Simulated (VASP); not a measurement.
# Si2Ni (Fm-3m) in VASP: further runs, part 2 of 2

VASP 6.6.1. Earlier steps stand in the parts before.

### Step 4. Single point, PBE, collinear spin, ferromagnetic start

This run uses another cell than the first one, of 12.64 Å³/atom, 1.091 times its volume.

INCAR

```
  PREC = Accurate
  ENCUT = 520
  EDIFF = 1E-6
  ISMEAR = -1
  SIGMA = 0.15
  LREAL = False
  LASPH = True
  NELM = 150
  ALGO = Normal
  ISIF = 2
  LWAVE = False
  LCHARG = False
  ISPIN = 2
  MAGMOM = 0 0 1.5
  LORBIT = 11
  LMAXMIX = 4
  GGA = PE
  NBANDS = 20
```

KPOINTS

```
regular mesh
0
Gamma
  9 9 9
```

POSCAR

```
Si2Ni
1.0
    0.0000000000      2.6664684948      2.6664684948
    2.6664684948      0.0000000000      2.6664684948
    2.6664684948      2.6664684948      0.0000000000
Si Ni
2 1
Direct
    0.2500000000      0.2500000000      0.2500000000
    0.7500000000      0.7500000000      0.7500000000
    0.0000000000      0.0000000000      0.0000000000
```

Potentials or basis: VASP PAW PBE potentials, release 64 (Si, Ni).

Command:

```bash
cat potpaw_PBE.64/Si/POTCAR potpaw_PBE.64/Ni/POTCAR > POTCAR
mpirun -np 1 vasp_std > vasp.out
```

OUTCAR:

```text
PREC = Accurate
   ENCUT = 520
   EDIFF = 1E-6
   ISMEAR = -1
   LREAL = False
   LASPH = True
   NELM = 150
   ISIF = 2
   ISPIN = 2
   LORBIT = 11
   GGA = PE

 ion  position               nearest neighbor table
   1  0.250  0.250  0.250-   3 2.31   3 2.31   3 2.31   3 2.31   2 2.67   2 2.67   2 2.67   2 2.67
                             2 2.67   2 2.67
   2  0.750  0.750  0.750-   3 2.31   3 2.31   3 2.31   3 2.31   1 2.67   1 2.67   1 2.67   1 2.67
                             1 2.67   1 2.67
   3  0.000  0.000  0.000-   2 2.31   2 2.31   2 2.31   1 2.31   2 2.31   1 2.31   1 2.31   1 2.31

  LATTYP: Found a face centered cubic cell.
 ALAT       =     5.3329369896

  Lattice vectors:

 A1 = (   0.0000000000,   2.6664684948,   2.6664684948)
[... 1328 lines left out ...]
     0.000000000  2.666468495  2.666468495    -0.187513935  0.187513935  0.187513935
     2.666468495  0.000000000  2.666468495     0.187513935 -0.187513935  0.187513935
     2.666468495  2.666468495  0.000000000     0.187513935  0.187513935 -0.187513935

 POSITION                                       TOTAL-FORCE (eV/Angst)
 -----------------------------------------------------------------------------------
      1.33323      1.33323      1.33323        -0.000000     -0.000000     -0.000000
      3.99970      3.99970      3.99970         0.000000      0.000000      0.000000
      0.00000      0.00000      0.00000        -0.000000      0.000000      0.000000
 -----------------------------------------------------------------------------------
    total drift:                               -0.000000     -0.000000      0.000000

  FREE ENERGIE OF THE ION-ELECTRON SYSTEM (eV)
  ---------------------------------------------------
  free  energy   TOTEN  =       -17.3256747496 eV

  energy  without entropy=      -17.2601424145  energy(sigma->0) =      -17.29290858

 total charge

# of ion       s       p       d       tot
------------------------------------------
    1        0.736   0.873   0.000   1.609
    2        0.736   0.873   0.000   1.609
    3        0.582   0.859   8.475   9.915
--------------------------------------------------
tot          2.054   2.606   8.475  13.134

 magnetization (x)

# of ion       s       p       d       tot
------------------------------------------
    1       -0.000  -0.000   0.000  -0.000
    2       -0.000  -0.000   0.000  -0.000
    3       -0.000  -0.000   0.000   0.000
--------------------------------------------------
tot         -0.000  -0.000   0.000  -0.000
```

OSZICAR:

```text
N       E                     dE             d eps       ncg     rms          rms(c)
DAV:   1     0.745151029864E+02    0.74515E+02   -0.71866E+03  2856   0.906E+02
DAV:   2    -0.140577496476E+02   -0.88573E+02   -0.79028E+02  2960   0.202E+02
DAV:   3    -0.190499351516E+02   -0.49922E+01   -0.48622E+01  3376   0.494E+01
DAV:   4    -0.191265628407E+02   -0.76628E-01   -0.76466E-01  3232   0.552E+00
DAV:   5    -0.191281566747E+02   -0.15938E-02   -0.15937E-02  3352   0.867E-01    0.183E+01
DAV:   6    -0.236658807518E+02   -0.45377E+01   -0.29015E+01  3152   0.117E+02    0.237E+01
DAV:   7    -0.174267617618E+02    0.62391E+01   -0.90678E+00  3520   0.734E+01    0.339E+00
DAV:   8    -0.173735837603E+02    0.53178E-01   -0.96107E-01  3772   0.138E+01    0.271E+00
DAV:   9    -0.173279654146E+02    0.45618E-01   -0.19206E-01  3360   0.764E+00    0.633E-01
DAV:  10    -0.173255095665E+02    0.24558E-02   -0.87496E-03  3912   0.162E+00    0.288E-01
DAV:  11    -0.173256197441E+02   -0.11018E-03   -0.11129E-03  3988   0.351E-01    0.156E-01
DAV:  12    -0.173256676635E+02   -0.47919E-04   -0.10086E-04  3456   0.139E-01    0.464E-02
DAV:  13    -0.173256732446E+02   -0.55811E-05   -0.15634E-05  3312   0.514E-02    0.147E-02
DAV:  14    -0.173256748027E+02   -0.15580E-05   -0.42757E-06  3180   0.293E-02    0.683E-03
DAV:  15    -0.173256747496E+02    0.53033E-07   -0.82337E-07  2724   0.792E-03
   1 F= -.17325675E+02 E0= -.17292909E+02  d E =-.655323E-01  mag=     0.0000
```

stdout:

```text
POSCAR found type information on POSCAR SiNi
 POSCAR found :  2 types and       3 ions
 scaLAPACK will be used
 LDA part: xc-table for (Slater+PW92), standard interpolation
 POSCAR, INCAR and KPOINTS ok, starting setup
 FFT: planning ... GRIDC
 FFT: planning ... GRID_SOFT
 FFT: planning ... GRID
 WAVECAR not read
 entering main loop
```

Run time: 2.4 min. Hardware: 1 thread of AMD EPYC 7R13, shared host; peak memory 0.16 GiB.

Results:

- Free energy: -17.3257 eV
- Pressure: 10.5 GPa
- Band gap on the k mesh: zero (filled and empty bands overlap)
- Net moment: 0.00 μB per cell
- Valence electrons inside the program's atomic spheres: Si 1.61; Ni 9.91

Levels at points of the mesh, in eV from the Fermi level:
Spin up:
```tsv
k point	band 7	band 8	band 9	band 10	band 11	band 12
(0.00, 0.00, 0.00)	0.01	1.74	1.74	1.74	2.19	2.19
```
Spin down:
| k point | band 7 | band 8 | band 9 | band 10 | band 11 | band 12 |
| --- | --- | --- | --- | --- | --- | --- |
| (0.00, 0.00, 0.00) | 0.01 | 1.74 | 1.74 | 1.74 | 2.19 | 2.19 |

Caveat: the starting moments collapsed, and a magnetic state may lie lower.

### Step 5. Single point, PBE, collinear spin, ferromagnetic start

This run uses another cell than the first one, of 13.17 Å³/atom, 1.136 times its volume.

INCAR

```
ALGO = Normal
EDIFF = 1E-7
ENCUT = 520
GGA = PE
ISIF = 2
ISMEAR = -1
ISPIN = 2
LASPH = True
LCHARG = True
LELF = True
LMAXMIX = 4
LORBIT = 11
LREAL = False
LVHAR = True
LWAVE = False
MAGMOM = 0 0 1.5
NBANDS = 20
NELM = 150
PREC = Accurate
SIGMA = 0.15
```

KPOINTS

```
k-points
0
Gamma
  9 9 9
```

POSCAR

```
Si2Ni
1.0
    0.0000000000      2.7030000000      2.7030000000
    2.7030000000      0.0000000000      2.7030000000
    2.7030000000      2.7030000000      0.0000000000
Si Ni
2 1
Direct
    0.2500000000      0.2500000000      0.2500000000
    0.7500000000      0.7500000000      0.7500000000
    0.0000000000      0.0000000000      0.0000000000
```

Command:

```bash
cat potpaw_PBE.64/Si/POTCAR potpaw_PBE.64/Ni/POTCAR > POTCAR
mpirun -np 1 vasp_std > vasp.out
```

Run time: 2.6 min. Hardware: 1 thread of AMD EPYC 7R13, shared host; peak memory 0.17 GiB.

It converged, with:

```yaml
Free_energy: -17.3943 eV
Pressure: 3.5 GPa
Band_gap_on_the_k_mesh: zero (filled and empty bands overlap)
Net_moment: 0.00 μB per cell
Valence_electrons_inside_the_program's_atomic_spheres: Si 1.59; Ni 9.81
```

Levels at points of the mesh, in eV from the Fermi level:
Spin up:
| k point | band 6 | band 7 | band 8 | band 9 | band 10 | band 11 | band 12 | band 13 |
| --- | --- | --- | --- | --- | --- | --- | --- | --- |
| (0.00, 0.00, 0.00) | -3.49 | -0.28 | 1.72 | 1.72 | 1.72 | 2.31 | 2.31 | 2.31 |
Spin down:
```tsv
k point	band 6	band 7	band 8	band 9	band 10	band 11	band 12	band 13
(0.00, 0.00, 0.00)	-3.49	-0.28	1.72	1.72	1.72	2.31	2.31	2.31
```

Caveat: the starting moments collapsed, and a magnetic state may lie lower.
